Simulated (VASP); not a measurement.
Input of a VASP 6.6.1 run:

Contents of INCAR:

```
PREC = Accurate ; ENCUT = 520
EDIFF = 1E-7 ; ISMEAR = 0
SIGMA = 0.15 ; LREAL = F
LASPH = T ; NELM = 60
ALGO = Fast ; ISIF = 2
LWAVE = F ; LCHARG = F
GGA = PS ; NBANDS = 30
```

The input KPOINTS:

```
regular mesh
0
Gamma
  22 22 7
```

POSCAR

```
Ta
1.0
   -1.6402597622      1.6402597622     -1.6402597622
   -1.6402597622     -1.6402597622      1.6402597622
    0.0000000000      7.9752526114      7.9752526114
Ta
4
Direct
    0.0000000000      0.0000000000      0.7198404173
    0.5000000000      0.5000000000      0.1028343453
    0.0000000000      0.0000000000      0.3085030360
    0.5000000000      0.5000000000      0.5141717266
```

Potentials or basis: VASP PAW PBE potentials, release 64 (Ta_pv).

The run is started by

```sh
$ cat potpaw_PBE.64/Ta_pv/POTCAR > POTCAR
$ mpirun -np 1 vasp_std > vasp.out
```

Question: Predict the largest force.

Answer: 0.233 eV/Å.

Question: What does it give for the pressure?

Answer: -7.6 GPa.

Question: What does it give for the band gap on the k mesh?

Answer: Zero (bands 22 and 23 overlap by 2.51 eV).

Forces in eV/Å, atoms in the order of the input:
```
Ta   0.000  0.137  0.137
Ta   0.000 -0.137 -0.137
Ta   0.000 -0.165 -0.165
Ta   0.000  0.165  0.165
```

Caveat: the cell differs from its parent crystal (the distance across one plane changed); the cell stands under tension; the PAW data sets were made with another functional, which shifts forces and pressure a little; spin-orbit coupling is left out, which moves the levels of the heavy elements.
